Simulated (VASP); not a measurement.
Set up this calculation in VASP 6.6.1, as the native input.

```yaml
Task: electric field gradients
Functional: PBEsol
Potentials_or_basis: VASP PAW PBE potentials, release 64 (In_d, Se)
Cutoff: 520 eV
k_mesh: 7 × 7 × 7
Occupations: fermi-dirac, width 0.01 eV
Spin: no spin polarisation
Dipole_correction: no
Further_INCAR_settings: ALGO = Normal; EDIFF = 1e-08; NBANDS = 27
```

The structure of InSe lies in POSCAR:

```
InSe
1.0
    1.9865764294      1.1469504363      8.2608517410
   -1.9865764294      1.1469504363      8.2608517410
    0.0000000000     -2.2939008726      8.2608517410
In Se
2 2
Direct
    0.0000000000      0.0000000000      0.0000000000
    0.1122000000      0.1122000000      0.1122000000
    0.6155000000      0.6155000000      0.6155000000
    0.8300000000      0.8300000000      0.8300000000
```

One way to write it, as run:

INCAR

```
SYSTEM = InSe
PREC = Accurate
ENCUT = 520
EDIFF = 1E-8
ISMEAR = -1
SIGMA = 0.01
LREAL = .FALSE.
LASPH = .TRUE.
NELM = 60
ALGO = Normal
ISIF = 2
LWAVE = .FALSE.
LCHARG = .FALSE.
GGA = PS
LEFG = .TRUE.
NBANDS = 27
```

KPOINTS

```
regular mesh
0
G
  7 7 7
  0 0 0
```

Potentials or basis: VASP PAW PBE potentials, release 64 (In_d, Se).

Run with:

```bash
$ cat potpaw_PBE.64/In_d/POTCAR potpaw_PBE.64/Se/POTCAR > POTCAR
$ mpirun -np 1 vasp_std > vasp.out
```

It gave:

```yaml
Pressure: 1.4 GPa
Largest_force: 0.253 eV/Å
Band_gap_on_the_k_mesh: 0.71 eV (least direct gap 0.73 eV)
Largest_electric_field_gradient_by_atom: In -105.6, -105.8; Se -57.8, -62.0 V/Å²
```

Caveat: without QUAD_EFG the Cq values of the log hold for a quadrupole moment of 1 mb, not for the nuclei; the PAW data sets were made with another functional, which shifts forces and pressure a little; spin-orbit coupling is left out, which moves the levels of the heavy elements; an odd mesh through Γ misses points on the zone boundary, where band edges can lie.

Wall time 5.3 min on 1 thread of Intel(R) Xeon(R) 6975P-C (Granite Rapids) (shared host), peak memory 0.58 GiB.
